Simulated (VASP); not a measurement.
GaN, 2 atoms in the cell. The structure is tetragonal, space group I-4m2 (No. 119). The conventional cell has a = 3.187 Å, b = 3.187 Å, c = 4.657 Å, α = 90.00°, β = 90.00°, γ = 90.00°. Within 2.6 Å of Ga (site symmetry -4m2) lie 4 N at 1.97 Å. N (site symmetry -4m2) has 4 Ga at 1.97 Å within 2.6 Å. 

| Quantity | Value |
| --- | --- |
| Program | VASP 6.6.1 |
| Task | single point |
| Functional | PBE |
| Potentials or basis | VASP PAW PBE potentials, release 64 (Ga_d, N) |
| Cutoff | 520 eV |
| k mesh | 8 × 8 × 8 |
| Occupations | fermi-dirac, width 0.05 eV |
| Spin | no spin polarisation |
| Dipole correction | no |
| Further INCAR settings | ALGO = Normal; EDIFF = 1e-06; NBANDS = 16 |

Potentials or basis: VASP PAW PBE potentials, release 64 (Ga_d, N).

The run is started by

```console
$ cat potpaw_PBE.64/Ga_d/POTCAR potpaw_PBE.64/N/POTCAR > POTCAR
$ mpirun -np 1 vasp_std > vasp.out
```

Hardware: 1 thread of Intel(R) Xeon(R) Platinum 8488C (Sapphire Rapids) (shared host).

How long does it take, and how much memory?

It took 12 s on 1 thread of Intel(R) Xeon(R) Platinum 8488C (Sapphire Rapids), on a shared host, peak memory 0.15 GiB. Counts: scf iterations 13, k points 59.
